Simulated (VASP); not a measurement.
Input of a VASP 6.6.1 run:

INCAR

```
PREC = Accurate ; ENCUT = 520
EDIFF = 1E-6 ; ISMEAR = 1
SIGMA = 0.05 ; LREAL = False
LASPH = True ; NELM = 100
ALGO = Normal ; ISIF = 2
LWAVE = False ; LCHARG = False
GGA = PE ; IVDW = 12
NBANDS = 10
```

KPOINTS

```
Automatic mesh
0
Gamma
  13 13 13
```

Contents of POSCAR:

```
Ir
1.0
    0.0000000000      1.9205980473      1.9205980473
    1.9205980473      0.0000000000      1.9205980473
    1.9205980473      1.9205980473      0.0000000000
Ir
1
Direct
    0.0000000000      0.0000000000      0.0000000000
```

Potentials or basis: VASP PAW PBE potentials, release 64 (Ir).

Run with:

```bash
$ cat potpaw_PBE.64/Ir/POTCAR > POTCAR
$ mpirun -np 1 vasp_std > vasp.out
```

**Question.** Estimate the pressure.

**Answer.** 0.6 GPa.

**Question.** What does it give for the dispersion energy per atom?

**Answer.** -0.734 eV.

Caveat: pairwise dispersion overbinds metals, which lowers pressure and volume.
